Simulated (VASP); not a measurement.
# AlN (P1) in VASP: further runs

Runs on AlN. Level: LDA. Tasks: single point.

All numbers are computed with VASP 6.6.1; they aren't measurements. Logs are shortened: lines on timing, memory, paths and dates and some standing lists are left out, and cuts for length are marked.

### 1 The cell of the first run

The typed cell holds 8 atoms: a = 3.089 Å, b = 3.089 Å, c = 10.637 Å, α = 84.45°, β = 87.23°, γ = 60.00°.

### 2 Single point, LDA (the part above a cut slid along it)

INCAR

```
ALGO = Normal ; EDIFF = 1E-6
ENCUT = 520 ; GGA = CA
ISIF = 2 ; ISMEAR = 0
LASPH = True ; LCHARG = False
LREAL = False ; LWAVE = False
NBANDS = 26 ; NELM = 60
PREC = Accurate ; SIGMA = 0.05
```

KPOINTS

```
k-points
0
Gamma
  8 8 3
```

POSCAR

```
AlN
1.0
   -3.0886152975      0.0000000000      0.0000000000
   -1.5443076488     -2.6748193102      0.0000000000
   -0.5147692163     -0.8916064367     10.5871685333
Al N
4 4
Direct
    0.3333333333      0.0517645705      0.8447062886
    0.3333333333      0.2074116084      0.3777651748
    0.6666666667      0.6185684607      0.1442946180
    0.6666666667      0.4629214228      0.6112357317
    0.3333333333      0.3036080204      0.0891759389
    0.3333333333      0.1479609824      0.5561170527
    0.6666666667      0.5591178347      0.3226464958
    0.6666666667      0.4034707968      0.7895876096
```

Potentials or basis: VASP PAW LDA potentials, release 64 (Al, N).

Command:

```
> cat potpaw_LDA.64/Al/POTCAR potpaw_LDA.64/N/POTCAR > POTCAR
> mpirun -np 1 vasp_std > vasp.out
```

OUTCAR:

```text
EDIFF = 1E-6
   ENCUT = 520
   GGA = CA
   ISIF = 2
   ISMEAR = 0
   LASPH = True
   LREAL = False
   NELM = 60
   PREC = Accurate

 ion  position               nearest neighbor table
   1  0.333  0.052  0.845-   8 1.88   8 1.88   8 1.88   4 3.05   4 3.05   4 3.05   3 3.33
   2  0.333  0.207  0.378-   7 1.88   7 1.88   7 1.88   6 1.89   3 3.05   3 3.05   3 3.05   4 3.05
                             4 3.05   4 3.05
   3  0.667  0.619  0.144-   5 1.88   5 1.88   5 1.88   7 1.89   2 3.05   2 3.05   2 3.05   1 3.33

   4  0.667  0.463  0.611-   6 1.88   6 1.88   6 1.88   8 1.89   2 3.05   1 3.05   2 3.05   1 3.05
                             1 3.05   2 3.05
   5  0.333  0.304  0.089-   3 1.88   3 1.88   3 1.88
   6  0.333  0.148  0.556-   4 1.88   4 1.88   4 1.88   2 1.89
   7  0.667  0.559  0.323-   2 1.88   2 1.88   2 1.88   3 1.89
   8  0.667  0.403  0.790-   1 1.88   1 1.88   1 1.88   4 1.89

  LATTYP: Found a base centered monoclinic cell.
 ALAT       =     3.0886152976
 B/A-ratio  =     1.7320508075
 C/A-ratio  =     3.4439734091
 COS(beta)  =    -0.0967874294

  Lattice vectors:

 A1 = (   3.0886152975,   0.0000000000,   0.0000000000)
 A2 = (  -1.5443076487,   2.6748193102,   0.0000000000)
 A3 = (  -0.5147692163,  -0.8916064367,  10.5871685333)

Analysis of symmetry for initial positions (statically):
=====================================================================
 Subroutine PRICEL returns:
 Original cell was already a primitive cell.

 Routine SETGRP: Setting up the symmetry group for a
 base centered monoclinic supercell.

 Subroutine GETGRP returns: Found  1 space group operations
 (whereof  1 operations were pure point group operations)
 out of a pool of  4 trial point group operations.

The static configuration has the point symmetry C_1 .

Analysis of symmetry for dynamics (positions and initial velocities):
=====================================================================
 Subroutine PRICEL returns:
 Original cell was already a primitive cell.

 Routine SETGRP: Setting up the symmetry group for a
 base centered monoclinic supercell.

 Subroutine GETGRP returns: Found  1 space group operations
[... 109 lines left out ...]
   ISPIN  =      1    spin polarized calculation?
   LNONCOLLINEAR =      F non collinear calculations
   LSORBIT =      F    spin-orbit coupling
   LASPH  =      T    aspherical Exc in radial PAW
   ENCUT  =  520.0 eV  38.22 Ry    6.18 a.u.   5.74  5.74 19.78*2*pi/ulx,y,z
   NELM   =     60;   NELMIN=  2; NELMDL= -5     # of ELM steps
   EDIFF  = 0.1E-05   stopping-criterion for ELM
   LREAL  =      F    real-space projection
   EDIFFG = 0.1E-04   stopping-criterion for IOM
   NSW    =      0    number of steps for IOM
   IBRION =     -1    ionic relax: 0-MD 1-quasi-New 2-CG
   NFREE  =      0    steps in history (QN), initial steepest desc. (CG)
   ISIF   =      2    stress and relaxation
   ISYM   =      2    0-nonsym 1-usesym 2-fastsym
   POTIM  = 0.5000    time-step for ionic-motion
   TEBEG  =    0.0;   TEEND  =   0.0 temperature during run
   PSTRESS=    0.0 pullay stress
   NELECT =      32.0000    total number of electrons
   NUPDOWN=      -1.0000    fix difference up-down
   EMIN   =  10.00;   EMAX   =-10.00  energy-range for DOS
   EFERMI =   0.00;   METHOD = LEGACY
   ISMEAR =     0;   SIGMA  =   0.05  broadening in eV -4-tet -1-fermi 0-gaus
   EFERMI_NEDOS =   21; number of points for ismear=-14 and -15
   IALGO  =     38    algorithm
   IMIX   =      4    mixing-type and parameters
     AMIX     =   0.40;   BMIX     =  1.00
     AMIX_MAG =   1.60;   BMIX_MAG =  1.00
  volume/ion in A,a.u.               =      10.93        73.78
  Fermi-wavevector in a.u.,A,eV,Ry     =   1.170879  2.212641 18.653020  1.370958
  Thomas-Fermi vector in A             =   2.307331
   LORBIT       =      0    0 simple, 1 ext, 2 COOP (PROOUT), +10 PAW based schemes
   GGA     = CA    functional components
   LHFCALC =     F    Hartree Fock is set to
   AEXX    =    0.0000 exact exchange contribution
   IVDW    =     0    specifies the selected vdW correction
   LEPSILON=     F    determine dielectric tensor
   LRPA    =     F    only Hartree local field effects (RPA)
 non-spin polarized calculation
 Gauss-broadening in eV      SIGMA  =   0.05
  energy-cutoff  :      520.00
  volume of cell :       87.47
 maximum number of plane-waves:      2369
   NGX = 11   NGY = 11   NGZ = 39

 number of electron      32.0000000 magnetization

 Free energy of the ion-electron system (eV)
  ---------------------------------------------------
  ext. energy  EPLUGINS =         0.00000000
  ---------------------------------------------------
  free energy    TOTEN  =       -63.82747401 eV

  energy without entropy =      -63.82747401  energy(sigma->0) =      -63.82747401

 E-fermi :   6.7265     XC(G=0): -11.0190

 val. band max:        6.4456952901   @ k =   0.0000   0.0000   0.0000
 cond. band min:       8.3603043756   @ k =   0.0000   0.0000   0.0000
 fundamental gap:      1.9146090855
 Fermi energy:         6.7264836695

 k-point     1 :       0.0000    0.0000    0.0000
  band No.  band energies     occupation
      1     -10.2217      2.00000
      2      -9.1875      2.00000
      3      -8.2770      2.00000
      4      -6.7260      2.00000
      5      -0.8490      2.00000
      6       1.4666      2.00000
[... 685 lines left out ...]
     25      15.5410      0.00000
     26      16.2169      0.00000

 [... further k-points ...]
[... 5 lines left out ...]
  --------------------------------------------------------------------------------------
  -------------------------------------------------------------------------------------
  Total       -0.4906619     -1.6870239     -4.5521499     -0.5170226      1.2175796      1.2581205
  in kB       -8.9878296    -30.9025072    -83.3852127     -9.4706994     22.3033367     23.0459564
  external PRESSURE =     -41.0918498 kB  Pullay stress =       0.0000000 kB

 VOLUME and BASIS-vectors are now :
 -----------------------------------------------------------------------------
  energy-cutoff  :      520.00
  volume of cell :       87.47
      direct lattice vectors                 reciprocal lattice vectors
    -3.088615298  0.000000000  0.000000000    -0.323769684  0.186928514 -0.000000000
    -1.544307649 -2.674819310  0.000000000     0.000000000 -0.373857029 -0.031484654
    -0.514769216 -0.891606437 10.587168533     0.000000000  0.000000000  0.094453961

 POSITION                                       TOTAL-FORCE (eV/Angst)
 -----------------------------------------------------------------------------------
     -1.54431     -0.89161      8.94305        -0.194551     -0.468417      1.329832
     -1.54431     -0.89161      3.99946         0.004335      0.007878     -0.883442
     -3.08862     -1.78321      1.52767        -0.056600      0.036464     -1.460023
     -3.08862     -1.78321      6.47126        -0.026076     -0.002033     -0.879238
     -1.54431     -0.89161      0.94412         0.408273      0.389499     -0.668513
     -1.54431     -0.89161      5.88770        -0.006194      0.005806      0.831745
     -3.08862     -1.78321      3.41591         0.031244      0.018914      0.910620
     -3.08862     -1.78321      8.35950        -0.160430      0.011889      0.819020
 -----------------------------------------------------------------------------------
    total drift:                               -0.000152     -0.000295      0.001142

  FREE ENERGIE OF THE ION-ELECTRON SYSTEM (eV)
  ---------------------------------------------------
  free  energy   TOTEN  =       -63.8274740098 eV

  energy  without entropy=      -63.8274740098  energy(sigma->0) =      -63.82747401
```

stdout:

```text
POSCAR found type information on POSCAR AlN
 POSCAR found :  2 types and       8 ions
 scaLAPACK will be used
 LDA part: xc-table for (Slater(with rela. corr.)+CA(PZ))
 , standard interpolation
 POSCAR, INCAR and KPOINTS ok, starting setup
 FFT: planning ... GRIDC
 FFT: planning ... GRID_SOFT
 FFT: planning ... GRID
 WAVECAR not read
 entering main loop
```

Run time: 4.5 min. Hardware: 1 thread of Intel Xeon 8259CL, shared host; peak memory 0.28 GiB.

What came out:

```yaml
Free_energy: -63.8275 eV
Pressure: -4.1 GPa
Largest_force: 1.462 eV/Å
Band_gap_on_the_k_mesh: 1.91 eV
```

Forces on the atoms (eV/Å):
```
Al  -0.195 -0.468  1.330
Al   0.004  0.008 -0.883
Al  -0.057  0.036 -1.460
Al  -0.026 -0.002 -0.879
N    0.408  0.389 -0.669
N   -0.006  0.006  0.832
N    0.031  0.019  0.911
N   -0.160  0.012  0.819
```

Stress tensor (GPa, compression positive):
```
-0.90 -0.95  2.30
-0.95 -3.09  2.23
 2.30  2.23 -8.34
```

Caveat: the cell differs from its parent crystal (the part above a cut slid along it); the stress differs along the axes, from -8 to -1 GPa; forces of over 1 eV/Å act on the atoms, so gaps and moduli don't describe the material at rest. A k mesh can miss the band edges.

### 3 Single point, LDA (the part above a cut slid along it)

INCAR

```
SYSTEM = AlN
  PREC = Accurate
  ENCUT = 520
  EDIFF = 1E-6
  ISMEAR = 0
  SIGMA = 0.05
  LREAL = .False.
  LASPH = .True.
  NELM = 60
  ALGO = Normal
  ISIF = 2
  LWAVE = .False.
  LCHARG = .False.
  GGA = CA
  NBANDS = 26
```

KPOINTS

```
regular mesh
0
Gamma
  8 8 3
  0 0 0
```

POSCAR

```
AlN
1.0
   -3.0886152975      0.0000000000      0.0000000000
   -1.5443076488     -2.6748193102      0.0000000000
   -0.2573846081     -0.4458032184     10.5871685333
Al N
4 4
Direct
    0.3333333333      0.1925489519      0.8447062886
    0.3333333333      0.2703724709      0.3777651748
    0.6666666667      0.6426175637      0.1442946180
    0.6666666667      0.5647940447      0.6112357317
    0.3333333333      0.3184706768      0.0891759389
    0.3333333333      0.2406471579      0.5561170527
    0.6666666667      0.6128922507      0.3226464958
    0.6666666667      0.5350687317      0.7895876096
```

Potentials or basis: VASP PAW LDA potentials, release 64 (Al, N).

Command:

```
> cat potpaw_LDA.64/Al/POTCAR potpaw_LDA.64/N/POTCAR > POTCAR
> mpirun -np 1 vasp_std > vasp.out
```

It took 3.9 min on 1 thread of Intel Xeon 8259CL, shared host; peak memory 0.29 GiB.

Results (log left out):

| Property | Result |
| --- | --- |
| Free energy | -64.1439 eV |
| Pressure | -4.2 GPa |
| Largest force | 1.781 eV/Å |
| Band gap on the k mesh | 2.11 eV |

Forces on the atoms (eV/Å):
```
Al  -0.212 -0.411  1.719
Al   0.004  0.007 -0.816
Al  -0.015  0.018 -1.541
Al  -0.012 -0.008 -0.809
N    0.285  0.402 -1.025
N   -0.001  0.002  0.777
N    0.018  0.022  0.846
N   -0.067 -0.031  0.849
```

Stress tensor (GPa, compression positive):
```
 -0.40  -0.18   1.61
 -0.18  -1.50   2.32
  1.61   2.32 -10.77
```

Levels at points of the mesh, in eV from the valence-band top:
```
           k point  band 14  band 15  band 16  band 17  band 18  band 19
(0.00, 0.00, 0.00)    -0.94    -0.02     0.00     2.11     4.83     5.23
(0.50, 0.00, 0.00)    -2.10    -1.18    -0.78     3.12     3.56     4.60
(0.00, 0.50, 0.00)    -2.10    -1.08    -0.78     2.76     3.77     4.62
(0.50, 0.50, 0.00)    -2.10    -1.09    -0.80     3.08     3.52     4.66
```

Caveat: the cell differs from its parent crystal (the part above a cut slid along it); the stress differs along the axes, from -11 to -0 GPa; forces of over 1 eV/Å act on the atoms, so gaps and moduli don't describe the material at rest. A k mesh can miss the band edges.

### 4 Single point, LDA (the part above a cut slid along it)

INCAR

```
SYSTEM = AlN
PREC = Accurate
ENCUT = 520
EDIFF = 1E-6
ISMEAR = 0
SIGMA = 0.05
LREAL = .False.
LASPH = .True.
NELM = 80
ALGO = Normal
ISIF = 2
LWAVE = .False.
LCHARG = .False.
NBANDS = 26
```

KPOINTS is that of step 3.

POSCAR

```
AlN
1.0
   -3.0886152975      0.0000000000      0.0000000000
   -1.5443076488     -2.6748193102      0.0000000000
   -0.1286923041     -0.2229016092     10.5871685333
Al N
4 4
Direct
    0.3333333333      0.2629411426      0.8447062886
    0.3333333333      0.3018529021      0.3777651748
    0.6666666667      0.6546421152      0.1442946180
    0.6666666667      0.6157303557      0.6112357317
    0.3333333333      0.3259020051      0.0891759389
    0.3333333333      0.2869902456      0.5561170527
    0.6666666667      0.6397794587      0.3226464958
    0.6666666667      0.6008676992      0.7895876096
```

Command:

```
> cat potpaw_LDA.64/Al/POTCAR potpaw_LDA.64/N/POTCAR > POTCAR
> mpirun -np 1 vasp_std > vasp.out
```

Run time: 3.8 min. Hardware: 1 thread of Intel Xeon 8259CL, shared host; peak memory 0.29 GiB.

It converged, with:

* Free energy: -64.2533 eV
* Pressure: -4.3 GPa
* Largest force: 1.875 eV/Å
* Band gap on the k mesh: 2.18 eV

Forces in eV/Å, atoms in the order of the input:
```
Al  -0.125 -0.228  1.857
Al   0.002  0.004 -0.794
Al  -0.002  0.008 -1.572
Al  -0.005 -0.006 -0.786
N    0.148  0.232 -1.147
N    0.000  0.001  0.759
N    0.009  0.013  0.825
N   -0.026 -0.023  0.858
```

Stress tensor (GPa, compression positive):
```
 -0.36   0.00   0.84
  0.00  -0.83   1.34
  0.84   1.34 -11.61
```

Levels at points of the mesh, in eV from the valence-band top:
| k point | band 13 | band 14 | band 15 | band 16 | band 17 | band 18 | band 19 | band 20 |
| --- | --- | --- | --- | --- | --- | --- | --- | --- |
| (0.00, 0.00, 0.00) | -1.23 | -0.94 | -0.01 | 0.00 | 2.18 | 4.86 | 5.28 | 6.00 |
| (0.50, 0.00, 0.00) | -2.33 | -2.09 | -1.19 | -0.79 | 3.17 | 3.63 | 4.63 | 5.10 |
| (0.00, 0.50, 0.00) | -2.35 | -2.09 | -1.16 | -0.79 | 3.01 | 3.73 | 4.63 | 5.25 |
| (0.50, 0.50, 0.00) | -2.31 | -2.09 | -1.17 | -0.79 | 3.23 | 3.56 | 4.65 | 4.99 |

Caveat: the cell differs from its parent crystal (the part above a cut slid along it); the stress differs along the axes, from -12 to -0 GPa; forces of over 1 eV/Å act on the atoms, so gaps and moduli don't describe the material at rest. A k mesh can miss the band edges.

(Part 1 of 3 ends here.)
